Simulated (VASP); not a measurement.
# BN (P1) in VASP: notebook

The runs below take BN through single point, with r2SCAN.

All numbers are computed with VASP 6.6.1; they aren't measurements. Logs are shortened: lines on timing, memory, paths and dates and some standing lists are left out, and cuts for length are marked.

## 1. The cell of the first run

The typed cell holds 12 atoms: a = 2.554 Å, b = 2.554 Å, c = 12.704 Å, α = 88.27°, β = 86.54°, γ = 60.00°.

## 2. Single point, r2SCAN (the part above a cut slid along it)

The input, POSCAR:

```
BN
1.0
   -2.5539396017      0.0000000000      0.0000000000
   -1.2769698008     -2.2117765748      0.0000000000
   -0.7661818805      0.0000000000     12.6805650000
B N
6 6
Direct
    0.5979542667      0.6666666667      0.2290413333
    0.4979542667      0.6666666667      0.5623746667
    0.3979542667      0.6666666667      0.8957080000
    0.3146209333      0.3333333333      0.0623746667
    0.2146209333      0.3333333333      0.3957080000
    0.1146209333      0.3333333333      0.7290413333
    0.6353990667      0.6666666667      0.1042253333
    0.5353990667      0.6666666667      0.4375586667
    0.4353990667      0.6666666667      0.7708920000
    0.0520657333      0.3333333333      0.9375586667
    0.2520657333      0.3333333333      0.2708920000
    0.1520657333      0.3333333333      0.6042253333
```

The input, INCAR.step1:

```
SYSTEM = BN
PREC = Accurate
ENCUT = 520
ISMEAR = 0
SIGMA = 0.05
LREAL = .False.
LASPH = .True.
NELM = 80
NBANDS = 36
GGA = PE
ALGO = Normal
EDIFF = 1E-4
LWAVE = .True.
LCHARG = .False.
```

The input, INCAR.step2:

```
SYSTEM = BN
PREC = Accurate
ENCUT = 520
EDIFF = 1E-6
ISMEAR = 0
SIGMA = 0.05
LREAL = .False.
LASPH = .True.
NELM = 80
ALGO = Normal
ISIF = 2
LWAVE = .False.
LCHARG = .True.
METAGGA = R2SCAN
LMIXTAU = .True.
LELF = .True.
LVHAR = .True.
NBANDS = 36
ISTART = 1
```

The input, KPOINTS:

```
regular mesh
0
Gamma
  10 10 2
  0 0 0
```

Potentials or basis: VASP PAW PBE potentials, release 64 (B, N).

Run with:

```console
cat potpaw_PBE.64/B/POTCAR potpaw_PBE.64/N/POTCAR > POTCAR
cp INCAR.step1 INCAR
mpirun -np 1 vasp_std > vasp.out
cp INCAR.step2 INCAR
mpirun -np 1 vasp_std > vasp.out
```

OUTCAR:

```text
SYSTEM = BN
   PREC = Accurate
   ENCUT = 520
   EDIFF = 1E-6
   ISMEAR = 0
   LREAL = .False.
   LASPH = .True.
   NELM = 80
   ISIF = 2
   METAGGA = R2SCAN
   ISTART = 1

 ion  position               nearest neighbor table
   1  0.598  0.667  0.229-  11 1.57  11 1.57  11 1.57   7 1.58
   2  0.498  0.667  0.562-  12 1.57  12 1.57  12 1.57   8 1.58
   3  0.398  0.667  0.896-  10 1.57  10 1.57  10 1.57   9 1.58
   4  0.315  0.333  0.062-   7 1.57   7 1.57   7 1.57  10 1.76
   5  0.215  0.333  0.396-   8 1.57   8 1.57   8 1.57  11 1.58
   6  0.115  0.333  0.729-   9 1.57   9 1.57   9 1.57  12 1.58
   7  0.635  0.667  0.104-   4 1.57   4 1.57   4 1.57   1 1.58
   8  0.535  0.667  0.438-   5 1.57   5 1.57   5 1.57   2 1.58
   9  0.435  0.667  0.771-   6 1.57   6 1.57   6 1.57   3 1.58
  10  0.052  0.333  0.938-   3 1.57   3 1.57   3 1.57   4 1.76
  11  0.252  0.333  0.271-   1 1.57   1 1.57   1 1.57   5 1.58
  12  0.152  0.333  0.604-   2 1.57   2 1.57   2 1.57   6 1.58

  LATTYP: Found a base centered monoclinic cell.
 ALAT       =     2.5539396017
 B/A-ratio  =     1.7320508076
 C/A-ratio  =     4.9741548028
 COS(beta)  =    -0.0603117538

  Lattice vectors:

 A1 = (   1.2769698009,  -2.2117765748,   0.0000000000)
 A2 = (   1.2769698008,   2.2117765748,   0.0000000000)
 A3 = (  -0.7661818805,   0.0000000000,  12.6805650000)

Analysis of symmetry for initial positions (statically):
=====================================================================
 Subroutine PRICEL returns:
 Original cell was already a primitive cell.

 Routine SETGRP: Setting up the symmetry group for a
 base centered monoclinic supercell.

 Subroutine GETGRP returns: Found  1 space group operations
 (whereof  1 operations were pure point group operations)
 out of a pool of  4 trial point group operations.

The static configuration has the point symmetry C_1 .

Analysis of symmetry for dynamics (positions and initial velocities):
=====================================================================
 Subroutine PRICEL returns:
 Original cell was already a primitive cell.

 Routine SETGRP: Setting up the symmetry group for a
 base centered monoclinic supercell.

 Subroutine GETGRP returns: Found  1 space group operations
 (whereof  1 operations were pure point group operations)
 out of a pool of  4 trial point group operations.

The dynamic configuration has the point symmetry C_1 .

 Subroutine INISYM returns: Found  1 space group operations
 (whereof  1 operations are pure point group operations),
 and found     1 'primitive' translations

----------------------------------------------------------------------------------------

                                     Primitive cell

  volume of cell :      71.6293

  direct lattice vectors                    reciprocal lattice vectors
    -2.553939602  0.000000000  0.000000000    -0.391551938  0.226062617 -0.023658252
    -1.276969801 -2.211776575  0.000000000     0.000000000 -0.452125233  0.000000000
    -0.766181881  0.000000000 12.680565000     0.000000000  0.000000000  0.078860839

  length of vectors
     2.553939602  2.553939602 12.703690936     0.452743790  0.452125233  0.078860839

  position of ions in fractional coordinates (direct lattice)
     0.597954267  0.666666667  0.229041333
     0.497954267  0.666666667  0.562374667
     0.397954267  0.666666667  0.895708000
     0.314620933  0.333333333  0.062374667
     0.214620933  0.333333333  0.395708000
     0.114620933  0.333333333  0.729041333
     0.635399067  0.666666667  0.104225333
     0.535399067  0.666666667  0.437558667
     0.435399067  0.666666667  0.770892000
     0.052065733  0.333333333  0.937558667
     0.252065733  0.333333333  0.270892000
     0.152065733  0.333333333  0.604225333

  ion indices of the primitive-cell ions
   primitive index   ion index
                 1           1
                 2           2
                 3           3
                 4           4
                 5           5
                 6           6
                 7           7
                 8           8
                 9           9
                10          10
                11          11
                12          12

----------------------------------------------------------------------------------------

 KPOINTS: regular mesh

Automatic generation of k-mesh.
 Grid dimensions read from file:
 generate k-points for:   10   10    2

 Generating k-lattice:

  Cartesian coordinates                     Fractional coordinates (reciprocal lattice)
    -0.039155194  0.022606262 -0.002365825     0.100000000  0.000000000  0.000000000
     0.000000000 -0.045212523  0.000000000     0.000000000  0.100000000  0.000000000
     0.000000000  0.000000000  0.039430420     0.000000000  0.000000000  0.500000000

  Length of vectors
     0.045274379  0.045212523  0.039430420

  Shift w.r.t. Gamma in fractional coordinates (k-lattice)
     0.000000000  0.000000000  0.000000000

 Subroutine IBZKPT returns following result:
 ===========================================

 Found    104 irreducible k-points:

 Following reciprocal coordinates:
            Coordinates               Weight
  0.000000  0.000000  0.000000      1.000000
  0.100000 -0.000000  0.000000      2.000000
 -0.100000 -0.100000 -0.000000      2.000000
  0.200000 -0.000000  0.000000      2.000000
 -0.200000 -0.200000 -0.000000      2.000000
  0.300000  0.000000  0.000000      2.000000
[... 16 lines left out ...]
  0.300000  0.400000  0.000000      2.000000
 -0.200000  0.100000 -0.000000      2.000000
 [... further k-points ...]
   k-points           NKPTS =    104   k-points in BZ     NKDIM =    104   number of bands    NBANDS=     36
   number of dos      NEDOS =    301   number of ions     NIONS =     12
   total plane-waves  NPLWV =  38400
   dimension x,y,z NGX =    20 NGY =   20 NGZ =   96
   dimension x,y,z NGXF=    40 NGYF=   40 NGZF=  192
   ions per type =               6   6
   NGX,Y,Z   is equivalent  to a cutoff of  13.02, 13.02, 12.56 a.u.
   NGXF,Y,Z  is equivalent  to a cutoff of  26.04, 26.04, 25.13 a.u.
 SYSTEM =  BN
   PREC   = accura    normal or accurate (medium, high low for compatibility)
   ISTART =      1    job   : 0-new  1-cont  2-samecut
   ICHARG =      0    charge: 1-file 2-atom 10-const
   ISPIN  =      1    spin polarized calculation?
   LNONCOLLINEAR =      F non collinear calculations
   LSORBIT =      F    spin-orbit coupling
   LASPH  =      T    aspherical Exc in radial PAW
   ENCUT  =  520.0 eV  38.22 Ry    6.18 a.u.   4.75  4.75 23.62*2*pi/ulx,y,z
   NELM   =     80;   NELMIN=  2; NELMDL=  0     # of ELM steps
   EDIFF  = 0.1E-05   stopping-criterion for ELM
   LREAL  =      F    real-space projection
   EDIFFG = 0.1E-04   stopping-criterion for IOM
   NSW    =      0    number of steps for IOM
   IBRION =     -1    ionic relax: 0-MD 1-quasi-New 2-CG
   NFREE  =      0    steps in history (QN), initial steepest desc. (CG)
   ISIF   =      2    stress and relaxation
   ISYM   =      2    0-nonsym 1-usesym 2-fastsym
   POTIM  = 0.5000    time-step for ionic-motion
   TEBEG  =    0.0;   TEEND  =   0.0 temperature during run
   PSTRESS=    0.0 pullay stress
   NELECT =      48.0000    total number of electrons
   NUPDOWN=      -1.0000    fix difference up-down
   EMIN   =  10.00;   EMAX   =-10.00  energy-range for DOS
   EFERMI =   0.00;   METHOD = LEGACY
   ISMEAR =     0;   SIGMA  =   0.05  broadening in eV -4-tet -1-fermi 0-gaus
   EFERMI_NEDOS =   21; number of points for ismear=-14 and -15
   IALGO  =     38    algorithm
   IMIX   =      4    mixing-type and parameters
     AMIX     =   0.40;   BMIX     =  1.00
     AMIX_MAG =   1.60;   BMIX_MAG =  1.00
  volume/ion in A,a.u.               =       5.97        40.28
  Fermi-wavevector in a.u.,A,eV,Ry     =   1.432600  2.707222 27.923836  2.052344
  Thomas-Fermi vector in A             =   2.552210
   LORBIT       =      0    0 simple, 1 ext, 2 COOP (PROOUT), +10 PAW based schemes
   METAGGA = R2SCAN    functional components
   LHFCALC =     F    Hartree Fock is set to
   AEXX    =    0.0000 exact exchange contribution
   IVDW    =     0    specifies the selected vdW correction
   LEPSILON=     F    determine dielectric tensor
   LRPA    =     F    only Hartree local field effects (RPA)
 non-spin polarized calculation
 Gauss-broadening in eV      SIGMA  =   0.05
  energy-cutoff  :      520.00
  volume of cell :       71.63
 maximum number of plane-waves:      1953
   NGX =  9   NGY =  9   NGZ = 47

 number of electron      47.9999995 magnetization

 Free energy of the ion-electron system (eV)
  ---------------------------------------------------
  ext. energy  EPLUGINS =         0.00000000
  ---------------------------------------------------
  free energy    TOTEN  =      -113.16648444 eV

  energy without entropy =     -113.16648444  energy(sigma->0) =     -113.16648444

 E-fermi :   7.8108     XC(G=0): -13.5976

 val. band max:        7.5632376599   @ k =   0.0000   0.0000   0.0000
 cond. band min:      11.8984242475   @ k =   0.5000   0.5000   0.0000
 fundamental gap:      4.3351865876
 Fermi energy:         7.8107954664

 k-point     1 :       0.0000    0.0000    0.0000
  band No.  band energies     occupation
      1     -14.0943      2.00000
      2     -13.4197      2.00000
      3     -13.2825      2.00000
      4     -11.5564      2.00000
      5     -11.4139      2.00000
      6      -9.8178      2.00000
[... 28 lines left out ...]
     35      17.5767      0.00000
     36      17.9881      0.00000
[... 866 lines left out ...]
      6      -8.7670      2.00000
[... 28 lines left out ...]
     35      19.1204      0.00000
     36      19.5606      0.00000

 [... further k-points ...]

------------------------ aborting loop because EDIFF is reached ----------------------------------------

  FORCE on cell =-STRESS in cart. coord.  units (eV):
  Direction    XX          YY          ZZ          XY          YZ          ZX
  --------------------------------------------------------------------------------------
  -------------------------------------------------------------------------------------
  Total       -4.4747976     -1.0552878      1.0754374     -0.8249098     -1.6250237      6.8738765
  in kB     -100.0906471    -23.6042952     24.0549925    -18.4512821    -36.3479408    153.7523717
  external PRESSURE =     -33.2133166 kB  Pullay stress =       0.0000000 kB

 VOLUME and BASIS-vectors are now :
 -----------------------------------------------------------------------------
  energy-cutoff  :      520.00
  volume of cell :       71.63
      direct lattice vectors                 reciprocal lattice vectors
    -2.553939602  0.000000000  0.000000000    -0.391551938  0.226062617 -0.023658252
    -1.276969801 -2.211776575  0.000000000     0.000000000 -0.452125233  0.000000000
    -0.766181881  0.000000000 12.680565000     0.000000000  0.000000000  0.078860839

 POSITION                                       TOTAL-FORCE (eV/Angst)
 -----------------------------------------------------------------------------------
     -2.55394     -1.47452      2.90437         0.180302     -0.148003      0.261925
     -2.55394     -1.47452      7.13123        -0.001501      0.000110      0.149156
     -2.55394     -1.47452     11.35808        -0.097442     -0.424791     -0.043074
     -1.27697     -0.73726      0.79095         3.028902      0.138995      0.486672
     -1.27697     -0.73726      5.01780         0.002217     -0.009768      0.152453
     -1.27697     -0.73726      9.24466        -0.030216      0.004368      0.158969
     -2.55394     -1.47452      1.32164         0.386464     -0.585432      0.412142
     -2.55394     -1.47452      5.54849         0.001117     -0.000614     -0.149090
     -2.55394     -1.47452      9.77535        -0.176815      0.049622     -0.293237
     -1.27697     -0.73726     11.88877        -3.300430      0.999471     -0.844272
     -1.27697     -0.73726      3.43506         0.010362     -0.024517     -0.137314
     -1.27697     -0.73726      7.66192        -0.002960      0.000560     -0.154329
 -----------------------------------------------------------------------------------
    total drift:                               -0.000675      0.000002      0.005644

  FREE ENERGIE OF THE ION-ELECTRON SYSTEM (eV)
  ---------------------------------------------------
  free  energy   TOTEN  =      -113.1664844419 eV

  energy  without entropy=     -113.1664844419  energy(sigma->0) =     -113.16648444
```

Wall time 11 min (1 thread of Intel Xeon Platinum 8488C (Sapphire Rapids), shared host); peak memory 0.31 GiB.

What came out:

```yaml
Free_energy: -113.1665 eV
Pressure: -3.3 GPa
Largest_force: 3.550 eV/Å
Band_gap_on_the_k_mesh: 4.34 eV (least direct gap 6.13 eV)
```

Forces in eV/Å, atoms in the order of the input:
```
B    0.180 -0.148  0.262
B   -0.002  0.000  0.149
B   -0.097 -0.425 -0.043
B    3.029  0.139  0.487
B    0.002 -0.010  0.152
B   -0.030  0.004  0.159
N    0.386 -0.585  0.412
N    0.001 -0.001 -0.149
N   -0.177  0.050 -0.293
N   -3.300  0.999 -0.844
N    0.010 -0.025 -0.137
N   -0.003  0.001 -0.154
```

Stress tensor (GPa, compression positive):
```
-10.01  -1.85  15.38
 -1.85  -2.36  -3.63
 15.38  -3.63   2.41
```

Caveat: the cell differs from its parent crystal (the part above a cut slid along it); the stress differs along the axes, from -10 to 2 GPa; the PAW data sets were made with another functional, which shifts forces and pressure a little. A k mesh can miss the band edges.

## 3. Single point, r2SCAN (the part above a cut slid along it)

The input, POSCAR:

```
BN
1.0
   -2.5539396017      0.0000000000      0.0000000000
   -1.2769698008     -2.2117765748      0.0000000000
   -0.5107879203      0.0000000000     12.6805650000
B N
6 6
Direct
    0.6208584000      0.6666666667      0.2290413333
    0.5541917333      0.6666666667      0.5623746667
    0.4875250667      0.6666666667      0.8957080000
    0.3208584000      0.3333333333      0.0623746667
    0.2541917333      0.3333333333      0.3957080000
    0.1875250667      0.3333333333      0.7290413333
    0.6458216000      0.6666666667      0.1042253333
    0.5791549333      0.6666666667      0.4375586667
    0.5124882667      0.6666666667      0.7708920000
    0.1458216000      0.3333333333      0.9375586667
    0.2791549333      0.3333333333      0.2708920000
    0.2124882667      0.3333333333      0.6042253333
```

The input, INCAR.step1:

```
PREC     = Accurate       # precision mode
ENCUT    = 520            # plane-wave cutoff, eV
ISMEAR   = 0              # smearing method
SIGMA    = 0.05           # smearing width, eV
LREAL    = False          # projectors in reciprocal space
LASPH    = True           # aspherical terms in the spheres
NELM     = 80             # most SCF steps
NBANDS   = 36             # bands
GGA      = PE             # functional
ALGO     = Normal         # electronic algorithm
EDIFF    = 1E-4           # SCF threshold, eV
LWAVE    = True           # write WAVECAR
LCHARG   = False          # write CHGCAR
```

The input, INCAR.step2:

```
PREC     = Accurate       # precision mode
ENCUT    = 520            # plane-wave cutoff, eV
EDIFF    = 1E-6           # SCF threshold, eV
ISMEAR   = 0              # smearing method
SIGMA    = 0.05           # smearing width, eV
LREAL    = False          # projectors in reciprocal space
LASPH    = True           # aspherical terms in the spheres
NELM     = 80             # most SCF steps
ALGO     = Normal         # electronic algorithm
ISIF     = 2              # what is computed and relaxed
LWAVE    = False          # write WAVECAR
LCHARG   = True           # write CHGCAR
METAGGA  = R2SCAN         # meta-GGA
LMIXTAU  = True         
LELF     = True           # ELF
LVHAR    = True         
NBANDS   = 36             # bands
ISTART   = 1
```

The input, KPOINTS:

```
Automatic mesh
0
Gamma
  10 10 2
```

Potentials or basis: VASP PAW PBE potentials, release 64 (B, N).

Run with:

```console
cat potpaw_PBE.64/B/POTCAR potpaw_PBE.64/N/POTCAR > POTCAR
cp INCAR.step1 INCAR
mpirun -np 1 vasp_std > vasp.out
cp INCAR.step2 INCAR
mpirun -np 1 vasp_std > vasp.out
```

Wall time 11 min (1 thread of Oxide Virtual Turin-like, shared host); peak memory 0.29 GiB.

The run converged. Its results:

* Free energy: -114.0199 eV
* Pressure: -3.7 GPa
* Largest force: 2.677 eV/Å
* Band gap on the k mesh: 5.47 eV (least direct gap 7.69 eV)

Forces on the atoms (eV/Å):
```
B    0.153 -0.066  0.145
B   -0.001  0.000  0.089
B   -0.109 -0.211 -0.009
B    2.471  0.075  0.078
B    0.002 -0.004  0.090
B   -0.024  0.002  0.092
N    0.271 -0.277  0.174
N    0.001  0.000 -0.088
N   -0.143  0.022 -0.158
N   -2.625  0.468 -0.240
N    0.007 -0.011 -0.083
N   -0.002  0.000 -0.091
```

Stress tensor (GPa, compression positive):
```
-6.64 -1.42 12.40
-1.42 -2.88 -1.61
12.40 -1.61 -1.56
```

Levels at points of the mesh, in eV from the valence-band top:
```
           k point  band 20  band 21  band 22  band 23  band 24  band 25  band 26  band 27  band 28  band 29
(0.00, 0.00, 0.00)    -0.76    -0.71    -0.36    -0.20     0.00     8.22     8.82     9.03     9.19     9.50
(0.50, 0.00, 0.00)    -3.78    -3.40    -3.22    -2.77    -2.33     6.21     6.98     7.17     7.19     7.45
(0.50, 0.50, 0.00)    -3.72    -3.44    -3.23    -2.71    -2.22     5.47     6.98     7.10     7.25     7.47
(0.00, 0.50, 0.00)    -3.80    -3.52    -3.16    -2.94    -2.33     6.57     6.86     7.11     7.26     7.28
(0.00, 0.00, 0.50)    -1.07    -0.53    -0.37    -0.28    -0.21     8.26     8.89     9.07     9.15     9.46
(0.50, 0.00, 0.50)    -3.99    -3.87    -3.04    -2.62    -2.53     6.30     6.96     7.11     7.25     7.58
(0.50, 0.50, 0.50)    -3.98    -3.95    -3.13    -2.60    -2.39     5.61     7.04     7.15     7.29     7.40
(0.00, 0.50, 0.50)    -3.90    -3.82    -3.55    -2.63    -2.51     6.66     6.96     7.16     7.23     7.62
```

Caveat: the cell differs from its parent crystal (the part above a cut slid along it); the stress differs along the axes, from -7 to -2 GPa; the PAW data sets were made with another functional, which shifts forces and pressure a little. A k mesh can miss the band edges.

(Part 1 of 2 ends here.)
